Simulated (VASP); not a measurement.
# NbSi (Fm-3m) in VASP: relaxation of cell and atoms with PBEsol

Aim: the relaxation of cell and atoms of NbSi with PBEsol.

Everything below comes from runs of VASP 6.6.1. Logs are shortened: lines on timing, memory, paths and dates and some standing lists are left out, and cuts for length are marked.

**1. The cell of the first run**

The structure is cubic, space group Fm-3m (No. 225). The conventional cell has a = 5.148 Å, b = 5.148 Å, c = 5.148 Å, α = 90.00°, β = 90.00°, γ = 90.00°. Nb (site symmetry m-3m) has 6 Si at 2.57 Å within 3.4 Å. Within 3.4 Å of Si (site symmetry m-3m) lie 6 Nb at 2.57 Å.

**2. Relaxation of cell and atoms, PBEsol, target pressure 30 GPa, at which the enthalpy is minimised**

Input file INCAR:

```
PREC     = Accurate       # precision mode
ENCUT    = 600            # plane-wave cutoff, eV
EDIFF    = 1E-6           # SCF threshold, eV
ISMEAR   = -1             # smearing method
SIGMA    = 0.05           # smearing width, eV
LREAL    = False          # projectors in reciprocal space
LASPH    = True           # aspherical terms in the spheres
NELM     = 80             # most SCF steps
ALGO     = Normal         # electronic algorithm
ISIF     = 3              # what is computed and relaxed
LWAVE    = False          # write WAVECAR
LCHARG   = False          # write CHGCAR
GGA      = PS             # functional
IBRION   = 2              # ionic algorithm
NSW      = 60             # ionic steps
EDIFFG   = -0.01          # ionic threshold
PSTRESS  = 300.0
```

Input file KPOINTS:

```
Automatic mesh
0
Gamma
  9 9 9
```

Input file POSCAR:

```
NbSi
1.0
    0.0000000000      2.5738300000      2.5738300000
    2.5738300000      0.0000000000      2.5738300000
    2.5738300000      2.5738300000      0.0000000000
Nb Si
1 1
Direct
    0.0000000000      0.0000000000      0.0000000000
    0.5000000000      0.5000000000      0.5000000000
```

Potentials or basis: VASP PAW PBE potentials, release 64 (Nb_sv, Si).

On the command line:

```
cat potpaw_PBE.64/Nb_sv/POTCAR potpaw_PBE.64/Si/POTCAR > POTCAR
mpirun -np 1 vasp_std > vasp.out
```

OUTCAR:

```text
PREC = Accurate
   ENCUT = 600
   EDIFF = 1E-6
   ISMEAR = -1
   LREAL = False
   LASPH = True
   NELM = 80
   ISIF = 3
   GGA = PS
   IBRION = 2
   NSW = 60
   EDIFFG = -0.01
   PSTRESS = 300.0

 ion  position               nearest neighbor table
   1  0.000  0.000  0.000-   2 2.57   2 2.57   2 2.57   2 2.57   2 2.57   2 2.57
   2  0.500  0.500  0.500-   1 2.57   1 2.57   1 2.57   1 2.57   1 2.57   1 2.57

  LATTYP: Found a face centered cubic cell.
 ALAT       =     5.1476600000

  Lattice vectors:

 A1 = (   0.0000000000,   2.5738300000,   2.5738300000)
 A2 = (   2.5738300000,   0.0000000000,   2.5738300000)
 A3 = (   2.5738300000,   2.5738300000,   0.0000000000)

Analysis of symmetry for initial positions (statically):
=====================================================================
 Subroutine PRICEL returns:
 Original cell was already a primitive cell.

 Routine SETGRP: Setting up the symmetry group for a
 face centered cubic supercell.

 Subroutine GETGRP returns: Found 48 space group operations
 (whereof 48 operations were pure point group operations)
 out of a pool of 48 trial point group operations.

The static configuration has the point symmetry O_h .

Analysis of symmetry for dynamics (positions and initial velocities):
=====================================================================
 Subroutine PRICEL returns:
 Original cell was already a primitive cell.

 Routine SETGRP: Setting up the symmetry group for a
 face centered cubic supercell.

 Subroutine GETGRP returns: Found 48 space group operations
 (whereof 48 operations were pure point group operations)
 out of a pool of 48 trial point group operations.

The dynamic configuration has the point symmetry O_h .

 Subroutine INISYM returns: Found 48 space group operations
 (whereof 48 operations are pure point group operations),
 and found     1 'primitive' translations

----------------------------------------------------------------------------------------

                                     Primitive cell

  volume of cell :      34.1012

  direct lattice vectors                    reciprocal lattice vectors
     0.000000000  2.573830000  2.573830000    -0.194263024  0.194263024  0.194263024
     2.573830000  0.000000000  2.573830000     0.194263024 -0.194263024  0.194263024
     2.573830000  2.573830000  0.000000000     0.194263024  0.194263024 -0.194263024

  length of vectors
     3.639945293  3.639945293  3.639945293     0.336473428  0.336473428  0.336473428

  position of ions in fractional coordinates (direct lattice)
     0.000000000  0.000000000  0.000000000
     0.500000000  0.500000000  0.500000000

  ion indices of the primitive-cell ions
   primitive index   ion index
                 1           1
                 2           2

----------------------------------------------------------------------------------------

 KPOINTS: Automatic mesh

Automatic generation of k-mesh.
 Grid dimensions read from file:
 generate k-points for:    9    9    9

 Generating k-lattice:

  Cartesian coordinates                     Fractional coordinates (reciprocal lattice)
    -0.021584780  0.021584780  0.021584780     0.111111111  0.000000000  0.000000000
     0.021584780 -0.021584780  0.021584780     0.000000000  0.111111111  0.000000000
     0.021584780  0.021584780 -0.021584780     0.000000000  0.000000000  0.111111111

  Length of vectors
     0.037385936  0.037385936  0.037385936

  Shift w.r.t. Gamma in fractional coordinates (k-lattice)
     0.000000000  0.000000000  0.000000000

 Subroutine IBZKPT returns following result:
 ===========================================

 Found     35 irreducible k-points:

 Following reciprocal coordinates:
            Coordinates               Weight
  0.000000  0.000000  0.000000      1.000000
  0.111111  0.000000  0.000000      8.000000
  0.222222  0.000000  0.000000      8.000000
  0.333333  0.000000  0.000000      8.000000
  0.444444  0.000000  0.000000      8.000000
  0.111111  0.111111  0.000000      6.000000
[... 16 lines left out ...]
 -0.333333  0.333333  0.000000     12.000000
  0.444444  0.444444  0.000000      6.000000
 [... further k-points ...]
   k-points           NKPTS =     35   k-points in BZ     NKDIM =     35   number of bands    NBANDS=     12
   number of dos      NEDOS =    301   number of ions     NIONS =      2
   total plane-waves  NPLWV =  27000
   dimension x,y,z NGX =    30 NGY =   30 NGZ =   30
   dimension x,y,z NGXF=    60 NGYF=   60 NGZF=   60
   ions per type =               1   1
   NGX,Y,Z   is equivalent  to a cutoff of  13.70, 13.70, 13.70 a.u.
   NGXF,Y,Z  is equivalent  to a cutoff of  27.40, 27.40, 27.40 a.u.
 SYSTEM =  unknown system
   PREC   = accura    normal or accurate (medium, high low for compatibility)
   ISTART =      0    job   : 0-new  1-cont  2-samecut
   ICHARG =      2    charge: 1-file 2-atom 10-const
   ISPIN  =      1    spin polarized calculation?
   LNONCOLLINEAR =      F non collinear calculations
   LSORBIT =      F    spin-orbit coupling
   LASPH  =      T    aspherical Exc in radial PAW
   ENCUT  =  600.0 eV  44.10 Ry    6.64 a.u.   7.27  7.27  7.27*2*pi/ulx,y,z
   NELM   =     80;   NELMIN=  2; NELMDL= -5     # of ELM steps
   EDIFF  = 0.1E-05   stopping-criterion for ELM
   LREAL  =      F    real-space projection
   EDIFFG = -.1E-01   stopping-criterion for IOM
   NSW    =     60    number of steps for IOM
   IBRION =      2    ionic relax: 0-MD 1-quasi-New 2-CG
   NFREE  =      1    steps in history (QN), initial steepest desc. (CG)
   ISIF   =      3    stress and relaxation
   ISYM   =      2    0-nonsym 1-usesym 2-fastsym
   POTIM  = 0.5000    time-step for ionic-motion
   TEBEG  =    0.0;   TEEND  =   0.0 temperature during run
   PSTRESS=  300.0 pullay stress
   NELECT =      17.0000    total number of electrons
   NUPDOWN=      -1.0000    fix difference up-down
   EMIN   =  10.00;   EMAX   =-10.00  energy-range for DOS
   EFERMI =   0.00;   METHOD = LEGACY
   ISMEAR =    -1;   SIGMA  =   0.05  broadening in eV -4-tet -1-fermi 0-gaus
   EFERMI_NEDOS =   21; number of points for ismear=-14 and -15
   IALGO  =     38    algorithm
   IMIX   =      4    mixing-type and parameters
     AMIX     =   0.40;   BMIX     =  1.00
     AMIX_MAG =   1.60;   BMIX_MAG =  1.00
  volume/ion in A,a.u.               =      17.05       115.06
  Fermi-wavevector in a.u.,A,eV,Ry     =   1.298079  2.453015 22.925957  1.685010
  Thomas-Fermi vector in A             =   2.429431
   LORBIT       =      0    0 simple, 1 ext, 2 COOP (PROOUT), +10 PAW based schemes
   GGA     = PS    functional components
   LHFCALC =     F    Hartree Fock is set to
   AEXX    =    0.0000 exact exchange contribution
   IVDW    =     0    specifies the selected vdW correction
   LEPSILON=     F    determine dielectric tensor
   LRPA    =     F    only Hartree local field effects (RPA)
 conjugate gradient relaxation of ions
 non-spin polarized calculation
  energy-cutoff  :      600.00
  volume of cell :       34.10
 maximum number of plane-waves:      1153
 NGX is ok and might be reduce to    30
   NGX = 15   NGY = 15   NGZ = 15

--------------------------------------- Ionic step        1  -------------------------------------------

 number of electron      17.0000000 magnetization

 Free energy of the ion-electron system (eV)
  ---------------------------------------------------
  ext. energy  EPLUGINS =         0.00000000
  ---------------------------------------------------
  free energy    TOTEN  =       -17.22328403 eV

  energy without entropy =      -17.21281826  energy(sigma->0) =      -17.21805115

------------------------ aborting loop because EDIFF is reached ----------------------------------------

  FORCE on cell =-STRESS in cart. coord.  units (eV):
  Direction    XX          YY          ZZ          XY          YZ          ZX
  --------------------------------------------------------------------------------------
  -------------------------------------------------------------------------------------
  Total       -0.9482219     -0.9482219     -0.9482219      0.0000000      0.0000000      0.0000000
  in kB      -44.5503359    -44.5503359    -44.5503359      0.0000000      0.0000000      0.0000000
  external PRESSURE =    -344.5503359 kB  Pullay stress =     300.0000000 kB
[... 137 lines left out ...]
  enthalpy is  TOTEN    =       -11.4890389235 eV   P V=        5.4262035530

--------------------------------------- Ionic step        5  -------------------------------------------

 number of electron      17.0000000 magnetization

 Free energy of the ion-electron system (eV)
  ---------------------------------------------------
  ext. energy  EPLUGINS =         0.00000000
  ---------------------------------------------------
  free energy    TOTEN  =       -16.86915757 eV

  energy without entropy =      -16.86070143  energy(sigma->0) =      -16.86492950

 E-fermi :  12.5380     XC(G=0): -12.5140

 val. band max:       12.4450408557   @ k =   0.4444   0.2222   0.1111
 cond. band min:      12.5397046297   @ k =  -0.4444   0.3333   0.0000
 fundamental gap:      0.0946637740
 Fermi energy:        12.5380190344

 k-point     1 :       0.0000    0.0000    0.0000
  band No.  band energies     occupation
      1     -42.2811      2.00000
      2     -18.3532      2.00000
      3     -18.3532      2.00000
      4     -18.3532      2.00000
      5       0.9835      2.00000
      6      10.8246      2.00000
      7      10.8246      2.00000
      8      10.8246      2.00000
      9      11.6245      2.00000
     10      11.6245      2.00000
     11      15.4720      0.00000
     12      15.4720      0.00000
[... 331 lines left out ...]
 k-point    24 :       0.4444    0.4444    0.0000
  band No.  band energies     occupation
      1     -42.2287      2.00000
      2     -18.7188      2.00000
      3     -18.4971      2.00000
      4     -18.4971      2.00000
      5       3.4272      2.00000
      6       8.4588      2.00000
      7       8.6936      2.00000
      8      12.6690      0.13583
      9      12.6690      0.13583
     10      12.9577      0.00045
     11      15.3270      0.00000
     12      15.3270      0.00000

 [... further k-points ...]
[... 5 lines left out ...]
  --------------------------------------------------------------------------------------
  -------------------------------------------------------------------------------------
  Total        5.3865064      5.3865064      5.3865064      0.0000000      0.0000000      0.0000000
  in kB      300.4571598    300.4571598    300.4571598      0.0000000      0.0000000      0.0000000
  external PRESSURE =       0.4571598 kB  Pullay stress =     300.0000000 kB
[... 17 lines left out ...]
  FREE ENERGIE OF THE ION-ELECTRON SYSTEM (eV)
  ---------------------------------------------------
  free  energy   TOTEN  =       -16.8691575693 eV

  energy  without entropy=      -16.8607014329  energy(sigma->0) =      -16.86492950

  enthalpy is  TOTEN    =       -11.4908470398 eV   P V=        5.3783105295

 reached required accuracy - stopping structural energy minimisation
```

Wall time 2.4 min (1 thread of Intel Xeon 8259CL, shared host); peak memory 0.19 GiB.

Results:

| Item | Value |
| --- | --- |
| Free energy | -16.8692 eV |
| Relaxed volume | 14.36 Å³/atom |
| Relaxed cell | a = 3.438 Å, b = 3.438 Å, c = 3.438 Å, α = 60.00°, β = 60.00°, γ = 60.00° |
| Space group after relaxing (to 0.05 Å) | Fm-3m (No. 225) |
| Energy change on relaxing (the enthalpy is what falls) | +177.1 meV/atom |
| Ionic steps | 5 |
| Pressure after relaxing | 30.0 GPa |

Step by step:
```
step  energy change (eV)  largest force (eV/Å)  pressure (GPa)  volume (Å³)
   1              0.0000                0.0000           -4.46        34.10
   2              7.2312                0.0000          256.37        19.02
   3              0.2200                0.0000           22.90        29.54
   4              0.3080                0.0000           27.69        28.98
   5              0.3541                0.0000           30.05        28.72
```

Final structure:
```xyz
2
Lattice="0.0000 2.4307 2.4307 2.4307 0.0000 2.4307 2.4307 2.4307 0.0000" Properties=species:S:1:pos:R:3 pbc="T T T"
Nb    0.0000    0.0000    0.0000
Si    2.4307    2.4307    2.4307
```

Caveat: the cell is relaxed towards a set pressure, so the enthalpy falls and the energy may rise; the volume moved by over 15 % at a fixed basis, so the end points are rough; the PAW data sets were made with another functional, which shifts forces and pressure a little.
